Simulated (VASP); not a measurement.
# TmH (Fm-3m) in VASP: further runs

TmH is run at these levels: PBE; tasks: relaxation of cell and atoms, single point.

All numbers are computed with VASP 6.6.1; they aren't measurements. Logs are shortened: lines on timing, memory, paths and dates and some standing lists are left out, and cuts for length are marked.

**1. The cell of the first run**

The structure is cubic, space group Fm-3m (No. 225). Conventional cell: a = 5.194 Å, b = 5.194 Å, c = 5.194 Å, α = 90.00°, β = 90.00°, γ = 90.00°. Within 3.4 Å of Tm (site symmetry m-3m) lie 6 H at 2.60 Å. Within 3.4 Å of H (site symmetry m-3m) lie 6 Tm at 2.60 Å.

The cell was generated, and may not be a known phase.

**2. Relaxation of cell and atoms, PBE**

Input file INCAR:

```
  PREC = Accurate
  ENCUT = 500
  EDIFF = 1E-7
  ISMEAR = 0
  SIGMA = 0.1
  LREAL = F
  LASPH = T
  NELM = 200
  ALGO = Normal
  ISIF = 3
  LWAVE = F
  LCHARG = F
  GGA = PE
  IBRION = 2
  NSW = 90
  EDIFFG = -0.04
  GGA_COMPAT = F
  NELMIN = 4
  LMAXMIX = 6
```

Input file KPOINTS:

```
regular mesh
0
Gamma
  6 6 6
```

Input file POSCAR:

```
TmH
1.0
    0.0000000000      2.5968335100      2.5968335100
    2.5968335100      0.0000000000      2.5968335100
    2.5968335100      2.5968335100      0.0000000000
Tm H
1 1
Direct
    0.5000000000      0.5000000000      0.5000000000
    0.0000000000      0.0000000000      0.0000000000
```

Potentials or basis: VASP PAW PBE potentials, release 64 (Tm_3, H), 4f in core.

On the command line:

```bash
$ cat potpaw_PBE.64/Tm_3/POTCAR potpaw_PBE.64/H/POTCAR > POTCAR
$ mpirun -np 1 vasp_std > vasp.out
```

OUTCAR:

```text
PREC = Accurate
   ENCUT = 500
   EDIFF = 1E-7
   ISMEAR = 0
   LREAL = F
   LASPH = T
   NELM = 200
   ISIF = 3
   GGA = PE
   IBRION = 2
   NSW = 90
   EDIFFG = -0.04
   NELMIN = 4

 ion  position               nearest neighbor table
   1  0.500  0.500  0.500-
   2  0.000  0.000  0.000-

  LATTYP: Found a face centered cubic cell.
 ALAT       =     5.1936670200

  Lattice vectors:

 A1 = (   0.0000000000,   2.5968335100,   2.5968335100)
 A2 = (   2.5968335100,   0.0000000000,   2.5968335100)
 A3 = (   2.5968335100,   2.5968335100,   0.0000000000)

Analysis of symmetry for initial positions (statically):
=====================================================================
 Subroutine PRICEL returns:
 Original cell was already a primitive cell.

 Routine SETGRP: Setting up the symmetry group for a
 face centered cubic supercell.

 Subroutine GETGRP returns: Found 48 space group operations
 (whereof 48 operations were pure point group operations)
 out of a pool of 48 trial point group operations.

The static configuration has the point symmetry O_h .

Analysis of symmetry for dynamics (positions and initial velocities):
=====================================================================
 Subroutine PRICEL returns:
 Original cell was already a primitive cell.

 Routine SETGRP: Setting up the symmetry group for a
 face centered cubic supercell.

 Subroutine GETGRP returns: Found 48 space group operations
 (whereof 48 operations were pure point group operations)
 out of a pool of 48 trial point group operations.

The dynamic configuration has the point symmetry O_h .

 Subroutine INISYM returns: Found 48 space group operations
 (whereof 48 operations are pure point group operations),
 and found     1 'primitive' translations

----------------------------------------------------------------------------------------

                                     Primitive cell

  volume of cell :      35.0237

  direct lattice vectors                    reciprocal lattice vectors
     0.000000000  2.596833510  2.596833510    -0.192542186  0.192542186  0.192542186
     2.596833510  0.000000000  2.596833510     0.192542186 -0.192542186  0.192542186
     2.596833510  2.596833510  0.000000000     0.192542186  0.192542186 -0.192542186

  length of vectors
     3.672477169  3.672477169  3.672477169     0.333492848  0.333492848  0.333492848

  position of ions in fractional coordinates (direct lattice)
     0.500000000  0.500000000  0.500000000
     0.000000000  0.000000000  0.000000000

  ion indices of the primitive-cell ions
   primitive index   ion index
                 1           1
                 2           2

----------------------------------------------------------------------------------------

 KPOINTS: regular mesh

Automatic generation of k-mesh.
 Grid dimensions read from file:
 generate k-points for:    6    6    6

 Generating k-lattice:

  Cartesian coordinates                     Fractional coordinates (reciprocal lattice)
    -0.032090364  0.032090364  0.032090364     0.166666667  0.000000000  0.000000000
     0.032090364 -0.032090364  0.032090364     0.000000000  0.166666667  0.000000000
     0.032090364  0.032090364 -0.032090364     0.000000000  0.000000000  0.166666667

  Length of vectors
     0.055582141  0.055582141  0.055582141

  Shift w.r.t. Gamma in fractional coordinates (k-lattice)
     0.000000000  0.000000000  0.000000000

 Subroutine IBZKPT returns following result:
 ===========================================

 Found     16 irreducible k-points:

 Following reciprocal coordinates:
            Coordinates               Weight
  0.000000  0.000000  0.000000      1.000000
  0.166667  0.000000  0.000000      8.000000
  0.333333  0.000000  0.000000      8.000000
  0.500000  0.000000  0.000000      4.000000
  0.166667  0.166667  0.000000      6.000000
  0.333333  0.166667  0.000000     24.000000
[... 8 lines left out ...]
 -0.333333  0.333333  0.166667     24.000000
 -0.333333  0.500000  0.166667     12.000000
   k-points           NKPTS =     16   k-points in BZ     NKDIM =     16   number of bands    NBANDS=      9
   number of dos      NEDOS =    301   number of ions     NIONS =      2
   total plane-waves  NPLWV =  21952
   dimension x,y,z NGX =    28 NGY =   28 NGZ =   28
   dimension x,y,z NGXF=    56 NGYF=   56 NGZF=   56
   ions per type =               1   1
   NGX,Y,Z   is equivalent  to a cutoff of  12.68, 12.68, 12.68 a.u.
   NGXF,Y,Z  is equivalent  to a cutoff of  25.35, 25.35, 25.35 a.u.
 SYSTEM =  unknown system
   PREC   = accura    normal or accurate (medium, high low for compatibility)
   ISTART =      0    job   : 0-new  1-cont  2-samecut
   ICHARG =      2    charge: 1-file 2-atom 10-const
   ISPIN  =      1    spin polarized calculation?
   LNONCOLLINEAR =      F non collinear calculations
   LSORBIT =      F    spin-orbit coupling
   LASPH  =      T    aspherical Exc in radial PAW
   ENCUT  =  500.0 eV  36.75 Ry    6.06 a.u.   6.70  6.70  6.70*2*pi/ulx,y,z
   NELM   =    200;   NELMIN=  4; NELMDL= -5     # of ELM steps
   EDIFF  = 0.1E-06   stopping-criterion for ELM
   LREAL  =      F    real-space projection
   EDIFFG = -.4E-01   stopping-criterion for IOM
   NSW    =     90    number of steps for IOM
   IBRION =      2    ionic relax: 0-MD 1-quasi-New 2-CG
   NFREE  =      1    steps in history (QN), initial steepest desc. (CG)
   ISIF   =      3    stress and relaxation
   ISYM   =      2    0-nonsym 1-usesym 2-fastsym
   POTIM  = 0.5000    time-step for ionic-motion
   TEBEG  =    0.0;   TEEND  =   0.0 temperature during run
   PSTRESS=    0.0 pullay stress
   NELECT =      10.0000    total number of electrons
   NUPDOWN=      -1.0000    fix difference up-down
   EMIN   =  10.00;   EMAX   =-10.00  energy-range for DOS
   EFERMI =   0.00;   METHOD = LEGACY
   ISMEAR =     0;   SIGMA  =   0.10  broadening in eV -4-tet -1-fermi 0-gaus
   EFERMI_NEDOS =   21; number of points for ismear=-14 and -15
   IALGO  =     38    algorithm
   IMIX   =      4    mixing-type and parameters
     AMIX     =   0.40;   BMIX     =  1.00
     AMIX_MAG =   1.60;   BMIX_MAG =  1.00
  volume/ion in A,a.u.               =      17.51       118.18
  Fermi-wavevector in a.u.,A,eV,Ry     =   1.078005  2.037134 15.811256  1.162095
  Thomas-Fermi vector in A             =   2.213932
   LORBIT       =      0    0 simple, 1 ext, 2 COOP (PROOUT), +10 PAW based schemes
   GGA     = PE    functional components
   LHFCALC =     F    Hartree Fock is set to
   AEXX    =    0.0000 exact exchange contribution
   IVDW    =     0    specifies the selected vdW correction
   LEPSILON=     F    determine dielectric tensor
   LRPA    =     F    only Hartree local field effects (RPA)
 conjugate gradient relaxation of ions
 non-spin polarized calculation
 Gauss-broadening in eV      SIGMA  =   0.10
  energy-cutoff  :      500.00
  volume of cell :       35.02
 maximum number of plane-waves:       911
   NGX = 13   NGY = 13   NGZ = 13

--------------------------------------- Ionic step        1  -------------------------------------------

 number of electron      10.0000001 magnetization

 Free energy of the ion-electron system (eV)
  ---------------------------------------------------
  ext. energy  EPLUGINS =         0.00000000
  ---------------------------------------------------
  free energy    TOTEN  =        -8.28683065 eV

  energy without entropy =       -8.28314963  energy(sigma->0) =       -8.28499014

 E-fermi :   2.9435     XC(G=0):  -9.7346

 val. band max:        2.6651401950   @ k =   0.5000   0.3333   0.1667
 cond. band min:       3.0412224601   @ k =  -0.3333   0.3333   0.0000
 fundamental gap:      0.3760822651
 Fermi energy:         2.9435086841

 k-point     1 :       0.0000    0.0000    0.0000
  band No.  band energies     occupation
      1     -22.7757      2.00000
      2     -22.7757      2.00000
      3     -22.7757      2.00000
      4      -4.7849      2.00000
      5       4.6044      0.00000
      6       4.6044      0.00000
      7       4.6044      0.00000
      8       6.5197      0.00000
      9       6.5197      0.00000

 k-point     2 :       0.1667    0.0000    0.0000
  band No.  band energies     occupation
      1     -22.8649      2.00000
      2     -22.7872      2.00000
      3     -22.7872      2.00000
      4      -4.2221      2.00000
      5       3.7404      0.00000
      6       4.8004      0.00000
      7       4.8004      0.00000
      8       6.2391      0.00000
      9       6.2391      0.00000
[... 224 lines left out ...]
 POSITION                                       TOTAL-FORCE (eV/Angst)
 -----------------------------------------------------------------------------------
      2.45322      2.45322      2.45322         0.000000     -0.000000      0.000000
      2.45322      2.45322      0.00000        -0.000000      0.000000     -0.000000
 -----------------------------------------------------------------------------------
    total drift:                                0.000000      0.000000      0.000000

  FREE ENERGIE OF THE ION-ELECTRON SYSTEM (eV)
  ---------------------------------------------------
  free  energy   TOTEN  =        -8.5338761141 eV

  energy  without entropy=       -8.5305728951  energy(sigma->0) =       -8.53222450

--------------------------------------- Ionic step        3  -------------------------------------------

 number of electron      10.0000002 magnetization

 Free energy of the ion-electron system (eV)
  ---------------------------------------------------
  ext. energy  EPLUGINS =         0.00000000
  ---------------------------------------------------
  free energy    TOTEN  =        -8.54404235 eV

  energy without entropy =       -8.54076945  energy(sigma->0) =       -8.54240590

 E-fermi :   4.0792     XC(G=0): -10.5938

 val. band max:        3.5468148143   @ k =   0.5000   0.3333   0.1667
 cond. band min:       4.1609718211   @ k =  -0.3333   0.3333   0.1667
 fundamental gap:      0.6141570068
 Fermi energy:         4.0792450760

 k-point     1 :       0.0000    0.0000    0.0000
  band No.  band energies     occupation
      1     -21.0752      2.00000
      2     -21.0752      2.00000
      3     -21.0752      2.00000
      4      -4.6182      2.00000
      5       5.8233      0.00000
      6       5.8233      0.00000
      7       5.8233      0.00000
      8       8.2794      0.00000
      9       8.2794      0.00000

 k-point     2 :       0.1667    0.0000    0.0000
  band No.  band energies     occupation
      1     -21.2674      2.00000
      2     -21.0977      2.00000
      3     -21.0977      2.00000
      4      -3.9063      2.00000
      5       4.8007      0.00000
      6       6.0695      0.00000
      7       6.0695      0.00000
      8       7.8797      0.00000
      9       7.8797      0.00000
[... 188 lines left out ...]
 POSITION                                       TOTAL-FORCE (eV/Angst)
 -----------------------------------------------------------------------------------
      2.42353      2.42353      2.42353         0.000000     -0.000000     -0.000000
      0.00000      0.00000      0.00000        -0.000000      0.000000      0.000000
 -----------------------------------------------------------------------------------
    total drift:                                0.000000      0.000000      0.000000

  FREE ENERGIE OF THE ION-ELECTRON SYSTEM (eV)
  ---------------------------------------------------
  free  energy   TOTEN  =        -8.5440423539 eV

  energy  without entropy=       -8.5407694483  energy(sigma->0) =       -8.54240590

 reached required accuracy - stopping structural energy minimisation
```

Run time: 30 s. Hardware: 1 thread of Intel Xeon Platinum 8259CL at 2.50GHz (Skylake/Cascade Lake), shared host; peak memory 0.16 GiB.

What came out:

| Property | Result |
| --- | --- |
| Free energy | -8.5440 eV |
| Relaxed volume | 14.23 Å³/atom |
| Relaxed cell | a = 3.427 Å, b = 3.427 Å, c = 3.427 Å, α = 60.00°, β = 60.00°, γ = 60.00° |
| Space group after relaxing (to 0.1 Å) | Fm-3m (No. 225) |
| Energy gained by relaxing | 128.6 meV/atom |
| Ionic steps | 3 |
| Pressure after relaxing | -0.3 GPa |
| Band gap on the k mesh | zero (bands 5 and 6 overlap by 2.28 eV) |

Step by step:
```
step  energy change (eV)  largest force (eV/Å)  pressure (GPa)  volume (Å³)
   1              0.0000                0.0000          -10.49        35.02
   2             -0.2470                0.0000           -2.74        29.53
   3             -0.2572                0.0000           -0.26        28.47
```

Final structure:
```xyz
2
Lattice="0.0000 2.4235 2.4235 2.4235 0.0000 2.4235 2.4235 2.4235 0.0000" Properties=species:S:1:pos:R:3 pbc="T T T"
Tm    2.4235    2.4235    2.4235
H     0.0000    0.0000    0.0000
```

Caveat: the volume moved by over 15 % at a fixed basis, so the end points are rough; spin-orbit coupling is left out, which moves the levels of the heavy elements; the 4f electrons are frozen in the core, so they carry no moment and show no levels.

[end of part 1 of 3]

The gap in the log of VASP goes by the Fermi energy; the results here count the filled bands.